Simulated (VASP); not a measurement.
Ba4Ti4O12F (a cell with a defect): single point with PBE+D3(BJ)

System: Ba4Ti4O12F (a cell with a defect).

```
CELL_PARAMETERS angstrom
-4.00768 4.00768 4.00768
4.00768 -4.00768 4.00768
4.00768 4.00768 -4.00768
ATOMIC_POSITIONS crystal
Ba 0.44183 0.46436 0.53401
Ba 0.00932 0.00589 0.51628
Ba 0.01928 0.47338 0.96921
Ba 0.48711 0.98302 0.99224
Ti 0.00887 0.99114 0.99858
Ti 0.57065 0.51465 0.04986
Ti 0.49431 0.96761 0.49185
Ti 0.96229 0.47469 0.47663
O 0.97545 0.24174 0.24894
O 0.22990 0.99149 0.25316
O 0.24279 0.23834 0.00721
O 0.49194 0.75894 0.24099
O 0.86399 0.55925 0.21178
O 0.72145 0.75176 0.99301
O 0.49587 0.25857 0.77852
O 0.74812 0.00076 0.74306
O 0.73148 0.24820 0.49051
O 0.99813 0.75918 0.76349
O 0.20489 0.50450 0.72229
O 0.27316 0.76897 0.52230
F 0.65478 0.53449 0.36303
```

```
Program             : VASP 6.6.1
Task                : single point
Functional          : PBE
Dispersion          : D3(BJ)
Potentials or basis : VASP PAW PBE potentials, release 64 (Ba_sv, Ti_sv, O, F)
Cutoff              : 520 eV
k mesh              : 2 × 2 × 2
Occupations         : gaussian, width 0.05 eV
Spin                : no spin polarisation
```

| Property | Result |
| --- | --- |
| Largest force | 0.467 eV/Å |
| Dispersion energy per atom | -0.261 eV |

Forces in eV/Å, atoms in the order of the input:
```
Ba   0.043  0.038 -0.135
Ba   0.013 -0.039 -0.032
Ba  -0.142  0.010  0.053
Ba   0.091 -0.012  0.054
Ti   0.051 -0.031 -0.044
Ti   0.057 -0.007 -0.051
Ti   0.048 -0.024  0.065
Ti   0.055 -0.050  0.044
O   -0.064 -0.029  0.006
O   -0.051  0.026  0.005
O    0.008  0.054  0.032
O   -0.031  0.060 -0.026
O    0.284  0.025 -0.205
O   -0.007  0.064  0.074
O   -0.082  0.057 -0.019
O   -0.005  0.026 -0.059
O    0.008 -0.014 -0.062
O   -0.040 -0.028 -0.044
O    0.067 -0.050  0.007
O   -0.042 -0.053 -0.050
F   -0.261 -0.022  0.386
```

Levels at points of the mesh, in eV from the Fermi level:
```tsv
k point	band 81	band 82	band 83	band 84	band 85	band 86	band 87	band 88
(0.00, 0.00, 0.00)	-0.89	-0.76	-0.71	-0.43	1.99	2.13	2.57	2.91
(0.50, 0.00, 0.00)	-1.08	-0.97	-0.86	-0.76	2.25	2.43	2.55	2.73
(0.00, 0.50, 0.00)	-1.07	-1.00	-0.72	-0.37	2.32	2.51	2.58	2.66
(0.00, 0.00, 0.50)	-1.01	-0.94	-0.87	-0.68	2.44	2.56	2.71	2.79
(0.50, 0.00, 0.50)	-1.04	-0.95	-0.76	-0.25	2.40	2.52	2.57	2.69
(0.50, 0.50, 0.00)	-1.04	-0.98	-0.96	-0.69	2.46	2.64	2.68	2.70
(0.00, 0.50, 0.50)	-1.06	-1.03	-0.81	-0.68	2.28	2.48	2.54	2.76
(0.50, 0.50, 0.50)	-0.94	-0.73	-0.64	-0.27	1.95	2.32	2.48	2.84
```

It took 9.5 min on 1 thread of Intel(R) Xeon(R) Platinum 8124M CPU @ 3.00GHz (Skylake/Cascade Lake), with other jobs on the host, peak memory 0.47 GiB.

Caveat: the k points lie up to 0.55 Å⁻¹ apart; the cell carries a net charge on a neutralising background, which shifts energy and pressure; the cell is charged against a uniform background, so pressure and absolute levels hang on convention; spin-orbit coupling is left out, which moves the levels of the heavy elements.
